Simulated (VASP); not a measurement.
# Cr (P6_3/mmc) in VASP: notebook

Aim: see how the results for Cr move with the level of theory and the settings. Levels: PBE, revPBE. Tasks: single point.

Everything below comes from runs of VASP 6.6.1. Logs are shortened: lines on timing, memory, paths and dates and some standing lists are left out, and cuts for length are marked.

## 1. The cell of the first run

The structure is hexagonal, space group P6_3/mmc (No. 194). Conventional cell: a = 2.714 Å, b = 2.714 Å, c = 4.410 Å, α = 90.00°, β = 90.00°, γ = 120.00°. Cr (site symmetry -6m2) has 12 Cr at 2.71 Å within 3.6 Å.

This isn't the form of Cr at room conditions, which is bcc.

## 2. Single point, PBE, collinear spin, ferromagnetic start

INCAR reads:

```
SYSTEM = Cr
ALGO = Normal
EDIFF = 1E-6
ENCUT = 520
GGA = PE
ISIF = 2
ISMEAR = 0
ISPIN = 2
LASPH = .True.
LCHARG = .False.
LMAXMIX = 4
LORBIT = 11
LREAL = .False.
LWAVE = .False.
MAGMOM = 3 3
NBANDS = 23
NELM = 150
PREC = Accurate
SIGMA = 0.012
```

KPOINTS reads:

```
k-points
0
Gamma
  11 11 6
  0 0 0
```

POSCAR reads:

```
Cr
1.0
    2.7140000000      0.0000000000      0.0000000000
   -1.3570000000      2.3503929459      0.0000000000
    0.0000000000      0.0000000000      4.4100000000
Cr
2
Direct
    0.6666666667      0.3333333333      0.7500000000
    0.3333333333      0.6666666667      0.2500000000
```

Potentials or basis: VASP PAW PBE potentials, release 64 (Cr_pv).

Launch:

```bash
> cat potpaw_PBE.64/Cr_pv/POTCAR > POTCAR
> mpirun -np 1 vasp_std > vasp.out
```

OUTCAR:

```text
SYSTEM = Cr
   EDIFF = 1E-6
   ENCUT = 520
   GGA = PE
   ISIF = 2
   ISMEAR = 0
   ISPIN = 2
   LASPH = .True.
   LORBIT = 11
   LREAL = .False.
   NELM = 150
   PREC = Accurate

 ion  position               nearest neighbor table
   1  0.667  0.333  0.750-   2 2.71   2 2.71   2 2.71   2 2.71   2 2.71   2 2.71
   2  0.333  0.667  0.250-   1 2.71   1 2.71   1 2.71   1 2.71   1 2.71   1 2.71

  LATTYP: Found a hexagonal cell.
 ALAT       =     2.7140000000
 C/A-ratio  =     1.6249078850

  Lattice vectors:

 A1 = (   2.7140000000,   0.0000000000,   0.0000000000)
 A2 = (  -1.3570000000,   2.3503929459,   0.0000000000)
 A3 = (   0.0000000000,   0.0000000000,   4.4100000000)

Analysis of symmetry for initial positions (statically):
=====================================================================
 Subroutine PRICEL returns:
 Original cell was already a primitive cell.

 Routine SETGRP: Setting up the symmetry group for a
 hexagonal supercell.

 Subroutine GETGRP returns: Found 24 space group operations
 (whereof 12 operations were pure point group operations)
 out of a pool of 24 trial point group operations.

The static configuration has the point symmetry D_3d.
 The point group associated with its full space group is D_6h.

Analysis of symmetry for dynamics (positions and initial velocities):
=====================================================================
 Subroutine PRICEL returns:
 Original cell was already a primitive cell.

 Routine SETGRP: Setting up the symmetry group for a
 hexagonal supercell.

 Subroutine GETGRP returns: Found 24 space group operations
 (whereof 12 operations were pure point group operations)
 out of a pool of 24 trial point group operations.

The dynamic configuration has the point symmetry D_3d.
 The point group associated with its full space group is D_6h.

Analysis of structural, dynamic, and magnetic symmetry:
=====================================================================
 Subroutine PRICEL returns:
 Original cell was already a primitive cell.

 Routine SETGRP: Setting up the symmetry group for a
 hexagonal supercell.

 Subroutine GETGRP returns: Found 24 space group operations
 (whereof 12 operations were pure point group operations)
 out of a pool of 24 trial point group operations.

The overall configuration has the point symmetry D_3d.
 The point group associated with its full space group is D_6h.

 Subroutine INISYM returns: Found 24 space group operations
 (whereof 12 operations are pure point group operations),
 and found     1 'primitive' translations

[... 115 lines left out ...]
  volume/ion in A,a.u.               =      14.07        94.92
  Fermi-wavevector in a.u.,A,eV,Ry     =   1.552681  2.934142 32.801180  2.410819
  Thomas-Fermi vector in A             =   2.657021
   LORBIT       =     11    0 simple, 1 ext, 2 COOP (PROOUT), +10 PAW based schemes
   GGA     = PE    functional components
   LHFCALC =     F    Hartree Fock is set to
   AEXX    =    0.0000 exact exchange contribution
   IVDW    =     0    specifies the selected vdW correction
   LEPSILON=     F    determine dielectric tensor
   LRPA    =     F    only Hartree local field effects (RPA)
 spin polarized calculation
 Gauss-broadening in eV      SIGMA  =   0.01
  energy-cutoff  :      520.00
  volume of cell :       28.13
 maximum number of plane-waves:       772
   NGX = 11   NGY = 11   NGZ = 17

 number of electron      24.0000005 magnetization       2.0769977

 Free energy of the ion-electron system (eV)
  ---------------------------------------------------
  ext. energy  EPLUGINS =         0.00000000
  ---------------------------------------------------
  free energy    TOTEN  =       -17.70390588 eV

  energy without entropy =      -17.70375936  energy(sigma->0) =      -17.70383262

 E-fermi :   8.3281     XC(G=0): -12.5393

 val. band max:        8.3127893538   @ k =   0.0909   0.0909   0.0000
 cond. band min:       8.3326046287   @ k =   0.0909  -0.0000   0.0000
 fundamental gap:      0.0198152749
 Fermi energy:         8.3280640996

 spin component 1

 k-point     1 :       0.0000    0.0000    0.0000
  band No.  band energies     occupation
      1     -35.2012      1.00000
      2     -34.8715      1.00000
      3     -34.8715      1.00000
      4     -34.8055      1.00000
      5     -34.8055      1.00000
      6     -34.7179      1.00000
[... 613 lines left out ...]
     22      21.2305      0.00000
     23      23.1218      0.00000

 [... further k-points ...]

 spin component 2

 k-point     1 :       0.0000    0.0000    0.0000
  band No.  band energies     occupation
      1     -34.3021      1.00000
      2     -33.8667      1.00000
      3     -33.8667      1.00000
      4     -33.8066      1.00000
      5     -33.7994      1.00000
      6     -33.7994      1.00000
[... 613 lines left out ...]
     22      21.7339      0.00000
     23      23.6137      0.00000

 [... further k-points ...]

------------------------ aborting loop because EDIFF is reached ----------------------------------------

  FORCE on cell =-STRESS in cart. coord.  units (eV):
  Direction    XX          YY          ZZ          XY          YZ          ZX
  --------------------------------------------------------------------------------------
  -------------------------------------------------------------------------------------
  Total       -4.5092421     -4.5092421     -4.2258899     -0.0000000     -0.0000000     -0.0000000
  in kB     -256.8178654   -256.8178655   -240.6799169     -0.0000000     -0.0000000     -0.0000000
  external PRESSURE =    -251.4385493 kB  Pullay stress =       0.0000000 kB

 VOLUME and BASIS-vectors are now :
 -----------------------------------------------------------------------------
  energy-cutoff  :      520.00
  volume of cell :       28.13
      direct lattice vectors                 reciprocal lattice vectors
     2.714000000  0.000000000  0.000000000     0.368459838  0.212730387  0.000000000
    -1.357000000  2.350392946  0.000000000     0.000000000  0.425460773  0.000000000
     0.000000000  0.000000000  4.410000000     0.000000000  0.000000000  0.226757370

 POSITION                                       TOTAL-FORCE (eV/Angst)
 -----------------------------------------------------------------------------------
      1.35700      0.78346      3.30750         0.000000     -0.000000      0.000000
     -0.00000      1.56693      1.10250        -0.000000      0.000000      0.000000
 -----------------------------------------------------------------------------------
    total drift:                               -0.000000      0.000000     -0.000000

  FREE ENERGIE OF THE ION-ELECTRON SYSTEM (eV)
  ---------------------------------------------------
  free  energy   TOTEN  =       -17.7039058821 eV

  energy  without entropy=      -17.7037593556  energy(sigma->0) =      -17.70383262

 total charge

# of ion       s       p       d       tot
------------------------------------------
    1        0.382   6.278   4.057  10.717
    2        0.382   6.278   4.057  10.717
--------------------------------------------------
tot          0.765  12.556   8.114  21.434

 magnetization (x)

# of ion       s       p       d       tot
------------------------------------------
    1        0.002   0.025   0.929   0.956
    2        0.002   0.025   0.929   0.956
--------------------------------------------------
tot          0.004   0.050   1.859   1.913
```

It took 77 s on 1 thread of Intel Xeon 6975P-C (Granite Rapids), shared host; peak memory 0.19 GiB.

Results:

```
Free energy                                           : -17.7039 eV
Pressure                                              : -25.1 GPa
Net moment                                            : 2.08 μB per cell
Site moments                                          : Cr +0.96 μB
Valence electrons inside the program's atomic spheres : Cr 10.72
```

Stress tensor (GPa, compression positive):
```
-25.68   0.00   0.00
  0.00 -25.68   0.00
  0.00   0.00 -24.07
```

Caveat: the cell stands under tension; an empty level that is flat over the whole mesh can mark a ghost state of the potentials, or a narrow d or f band.

## 3. Single point, revPBE, collinear spin, ferromagnetic start

INCAR reads:

```
SYSTEM = Cr
  PREC = Accurate
  ENCUT = 520
  EDIFF = 1E-6
  ISMEAR = -1
  SIGMA = 0.05
  LREAL = .FALSE.
  LASPH = .TRUE.
  NELM = 150
  ALGO = Normal
  ISIF = 2
  LWAVE = .FALSE.
  LCHARG = .FALSE.
  ISPIN = 2
  MAGMOM = 3 3
  LORBIT = 11
  LMAXMIX = 4
  GGA = RE
  NBANDS = 23
```

KPOINTS reads:

```
regular mesh
0
G
  11 11 6
  0 0 0
```

POSCAR is that of step 2.

Potentials or basis: VASP PAW PBE potentials, release 64 (Cr_pv).

Launch:

```bash
> cat potpaw_PBE.64/Cr_pv/POTCAR > POTCAR
> mpirun -np 1 vasp_std > vasp.out
```

It took 34 s on 1 thread of Intel Xeon 6975P-C (Granite Rapids), shared host; peak memory 0.18 GiB.

Results (log left out):

```yaml
Free_energy: -16.9946 eV
Pressure: -22.0 GPa
Net_moment: 1.96 μB per cell
Site_moments: Cr +0.91 μB
Valence_electrons_inside_the_program's_atomic_spheres: Cr 10.72
```

Stress tensor (GPa, compression positive):
```
-23.11   0.00   0.00
  0.00 -23.11   0.00
  0.00   0.00 -19.72
```

Levels at points of the mesh, in eV from the Fermi level:
Spin up:
| k point | band 10 | band 11 | band 12 | band 13 | band 14 | band 15 | band 16 | band 17 |
| --- | --- | --- | --- | --- | --- | --- | --- | --- |
| (0.00, 0.00, 0.00) | -0.73 | -0.67 | -0.36 | -0.36 | 0.07 | 0.07 | 0.35 | 1.30 |
| (0.00, 0.00, 0.50) | -1.16 | -0.79 | -0.79 | -0.79 | -0.79 | 0.96 | 0.96 | 0.96 |
Spin down:
```csv
k point,band 8,band 9,band 10,band 11,band 12,band 13,band 14,band 15
"(0.00, 0.00, 0.00)",-3.08,0.01,0.12,0.12,0.50,0.50,0.65,1.02
"(0.00, 0.00, 0.50)",-4.86,-0.56,-0.56,0.07,0.07,0.07,0.07,1.93
```

Caveat: the cell stands under tension; an empty level that is flat over the whole mesh can mark a ghost state of the potentials, or a narrow d or f band; the PAW data sets were made with another functional, which shifts forces and pressure a little.
